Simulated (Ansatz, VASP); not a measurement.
# Two plane-wave programs on MnI2

INCAR

```
SYSTEM = MnI2
PREC     = Accurate       ! precision mode
ENCUT    = 520            ! plane-wave cutoff, eV
EDIFF    = 1E-6           ! SCF threshold, eV
ISMEAR   = 0              ! smearing method
SIGMA    = 0.05           ! smearing width, eV
LREAL    = .False.        ! projectors in reciprocal space
LASPH    = .True.         ! aspherical terms in the spheres
NELM     = 150            ! most SCF steps
ALGO     = Normal         ! electronic algorithm
ISIF     = 2              ! what is computed and relaxed
LWAVE    = .False.        ! write WAVECAR
LCHARG   = .False.        ! write CHGCAR
ISPIN    = 2              ! spin polarisation
MAGMOM   = 4.62 -1.11 0.05 0.07 0.07 0.05 ! initial moments
LORBIT   = 11             ! projections on sites
LMAXMIX  = 4              ! l up to which the mixer works
LDAU     = .True.         ! DFT+U
LDAUTYPE = 2            
LDAUL    = 2 -1           ! shell
LDAUU    = 4 0            ! U, eV
LDAUJ    = 0 0          
LDAUPRINT= 1            
GGA      = CA             ! functional
NBANDS   = 40             ! bands
```

KPOINTS

```
Automatic mesh
0
Gamma
  5 5 2
  0 0 0
```

File POSCAR:

```
MnI2
1.0
    4.1600013200      0.0000000000      0.0000000000
   -2.0800006600      3.6026668200      0.0000000000
    0.0000000000      0.0000000000     13.6399982000
Mn I
2 4
Direct
    0.0000000000      0.0000000000      0.0000000000
    0.0000000000      0.0000000000      0.5000000000
    0.3333333333      0.6666666667      0.1250000000
    0.6666666667      0.3333333333      0.3750000000
    0.3333333333      0.6666666667      0.6250000000
    0.6666666667      0.3333333333      0.8750000000
```

Input for Ansatz:

```yaml
crystal:
  lattice:
    - [4.16000132, 0.0, 0.0]
    - [-2.08000066, 3.60266682, 0.0]
    - [0.0, 0.0, 13.6399982]
  atoms:
    - { symbol: Mn, position: [0.0, 0.0, 0.0], spin: 4.62 }
    - { symbol: I, position: [0.3333333333, 0.6666666667, 0.125] }
    - { symbol: I, position: [0.6666666667, 0.3333333333, 0.375] }
    - { symbol: Mn, position: [0.0, 0.0, 0.5], spin: -1.85 }
    - { symbol: I, position: [0.3333333333, 0.6666666667, 0.625] }
    - { symbol: I, position: [0.6666666667, 0.3333333333, 0.875] }
basis:
  ecutwfc: 420
  ecutrho_ratio: 4
kpoints:
  mp_grid: { grid: [5, 5, 2] }
hamiltonian:
  xc: lda
  hubbard:
    sites: [{ site: 0, l: d, u_eff: 4.0 }, { site: 3, l: d, u_eff: 4.0 }]
scf:
  occupations: { method: gaussian, width: 0.05 }
  lower_state_search: "off"
  max_iter: 150
output:
  forces: true
  stress: true
  eigenvalues: true
  populations: true
  hubbard: { sites: [{ site: 0, l: d }, { site: 3, l: d }] }
magnetization:
  spin_polarized: true
  spin_locking: { lock_spins: true, n_iters: 12 }
```

Alike in both runs: task single point; functional LDA; k mesh 5 × 5 × 2; occupations gaussian, width 0.05 eV; collinear spin; Hubbard terms Mn d U = 4.0 eV.

```csv
,VASP,Ansatz
version,VASP 6.6.1,Ansatz 0.2.0
potentials or method,"VASP PAW LDA potentials, release 64 (Mn_pv, I), cutoff 520 eV","scalar-relativistic, plane waves, PAW"
valence electrons in the cell,54,98
```

```tsv
	VASP	Ansatz	Ansatz less VASP
gap on the k mesh at the Fermi level (eV)	2.37	1.55	-0.823
least direct gap on the mesh (eV)	2.60	1.67	-0.932
pressure (GPa)	-2.7	-4.1	-1.43
rms of the force components (eV/Å)	0.213	0.372	+0.1594
net moment per atom (μB)	0.00	0.67	+0.667
size of the moment on the site where the two differ most (μB)	4.55	1.11	-3.442
```

The net moments are unlike, so the other rows may belong to different states. LDA's correlation is that of Perdew and Zunger in VASP and of Perdew and Wang (1992) in Ansatz. Site moments also hang on the region over which each program counts them. The programs project onto different local orbitals, so the same U acts differently, and such runs can settle in different states. VASP's potentials hold 54 valence electrons a cell and Ansatz's 98, so a difference there can come from the potentials and not from the codes. Ansatz's warnings: stress scf threshold loose.

Neither program's run includes spin-orbit coupling.
